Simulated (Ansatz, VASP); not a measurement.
TeOs in VASP and in Ansatz

Contents of POSCAR:

```
TeOs
1.0
    0.0000000000      2.9103518998      2.9103518998
    2.9103518998      0.0000000000      2.9103518998
    2.9103518998      2.9103518998      0.0000000000
Os Te
1 1
Direct
    0.0000000000      0.0000000000      0.0000000000
    0.2500000000      0.2500000000      0.2500000000
```

INCAR.step1

```
ALGO = Normal
EDIFF = 1E-4
ENCUT = 520
GGA = PE
ISMEAR = 0
ISPIN = 2
LASPH = T
LCHARG = F
LMAXMIX = 4
LREAL = F
LWAVE = T
MAGMOM = 0.05 0
NBANDS = 18
NELM = 150
PREC = Accurate
SIGMA = 0.05
```

Contents of INCAR.step2:

```
ALGO = Normal
EDIFF = 1E-6
ENCUT = 520
ISIF = 2
ISMEAR = 0
ISPIN = 2
ISTART = 1
LASPH = T
LCHARG = F
LMAXMIX = 4
LMIXTAU = T
LORBIT = 11
LREAL = F
LWAVE = F
MAGMOM = 0.05 0
METAGGA = R2SCAN
NBANDS = 18
NELM = 150
PREC = Accurate
SIGMA = 0.05
```

KPOINTS

```
k-points
0
Gamma
  10 10 10
```

Input for Ansatz:

```yaml
crystal:
  lattice:
    - [0.0, 2.9103518998, 2.9103518998]
    - [2.9103518998, 0.0, 2.9103518998]
    - [2.9103518998, 2.9103518998, 0.0]
  atoms:
    - { symbol: Os, position: [0.0, 0.0, 0.0], spin: 0.05 }
    - { symbol: Te, position: [0.25, 0.25, 0.25] }
basis:
  ecutwfc: 500
  ecutrho_ratio: 4
kpoints:
  mp_grid: { grid: [10, 10, 10] }
hamiltonian:
  xc: r2scan
scf:
  occupations: { method: gaussian, width: 0.05 }
output:
  forces: true
  stress: true
  eigenvalues: true
  populations: true
magnetization:
  spin_polarized: true
```

Alike in both runs: task single point; functional r2SCAN; k mesh 10 × 10 × 10; occupations gaussian, width 0.05 eV; collinear spin.

|  | VASP | Ansatz |
| --- | --- | --- |
| version | VASP 6.6.1 | Ansatz 0.2.0 |
| potentials or method | VASP PAW PBE potentials, release 64 (Os, Te), cutoff 520 eV | scalar-relativistic, plane waves, PAW |
| valence electrons in the cell | 14 | 32 |

|  | VASP | Ansatz | Ansatz less VASP |
| --- | --- | --- | --- |
| gap on the k mesh at the Fermi level (eV) | none | none | - |
| pressure (GPa) | 2.7 | 2.7 | -0.02 |
| net moment per atom (μB) | 0.00 | 0.00 | 0.000 |

VASP's potentials were made for PBE, not for r2SCAN. A gap of «none» marks a metal or a gap that the smearing closes. VASP's potentials hold 14 valence electrons a cell and Ansatz's 32, so a difference there can come from the potentials and not from the codes. Ansatz's warnings: seeded moment not kept, stability check not made.

Neither program's run includes spin-orbit coupling.
